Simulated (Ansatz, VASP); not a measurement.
# One calculation of Ti2Al, two programs

```
CELL_PARAMETERS angstrom
0.00000 3.09130 3.09130
3.09130 0.00000 3.09130
3.09130 3.09130 0.00000
ATOMIC_POSITIONS crystal
Ti 0.25000 0.25000 0.25000
Ti 0.75000 0.75000 0.75000
Al 0.00000 0.00000 0.00000
```

Change from the starting cell: species swapped into the Mg2Ge type (Fm-3m, No. 225).

Alike in both runs: task single point; functional PBE; k mesh 6 × 6 × 6; occupations gaussian, width 0.1 eV; collinear spin.

|  | VASP | Ansatz |
| --- | --- | --- |
| version | VASP 6.6.1 | Ansatz 0.2.0 |
| potentials or method | VASP PAW PBE potentials, release 64 (Ti_sv, Al), cutoff 520 eV | scalar-relativistic, plane waves, PAW |
| valence electrons in the cell | 27 | 27 |

```tsv
	VASP	Ansatz	Ansatz less VASP
gap on the k mesh at the Fermi level (eV)	none	none	-
pressure (GPa)	-0.1	-0.1	+0.01
net moment per atom (μB)	0.00	0.00	0.000
```

A gap of «none» marks a metal or a gap that the smearing closes. Ansatz's warnings: seeded moment not kept.
